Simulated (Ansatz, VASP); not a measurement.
RbZr2Si3 in VASP and in Ansatz

```
CELL_PARAMETERS angstrom
4.75841 -1.87617 -0.00156
4.75841 1.87617 -0.00156
-3.82816 0.00000 8.77370
ATOMIC_POSITIONS crystal
Rb 0.18784 0.18784 0.56534
Zr 0.61936 0.61936 0.94297
Zr 0.41215 0.41215 0.14714
Si 0.76756 0.76756 0.27968
Si 0.89294 0.89294 0.91550
Si 0.12015 0.12015 0.14937
```

Change from the starting cell: species swapped into the Ca2ZnGa3 type (Cm, No. 8).

Alike in both runs: functional PBE; k mesh 10 × 10 × 4; occupations gaussian, width 0.1 eV; no spin polarisation.

Ansatz relaxed the structure, and its values are those at the end. VASP's run is a single point on that final structure, the one shown.

|  | VASP | Ansatz |
| --- | --- | --- |
| version | VASP 6.6.1 | Ansatz 0.2.0 |
| potentials or method | VASP PAW PBE potentials, release 64 (Rb_sv, Zr_sv, Si), cutoff 520 eV | scalar-relativistic, plane waves, PAW |
| valence electrons in the cell | 45 | 45 |

VASP gave:

| Item | Value |
| --- | --- |
| gap on the k mesh at the Fermi level (eV) | none |
| pressure (GPa) | 0.0 |
| rms of the force components (eV/Å) | 0.004 |

Problem. Which values does Ansatz return?

Solution. gap on the k mesh at the Fermi level (eV): none; pressure (GPa): 0.0; rms of the force components (eV/Å): 0.003.

A gap of «none» marks a metal or a gap that the smearing closes. With one functional, cell and mesh, what is left measures potentials, basis and numerics.
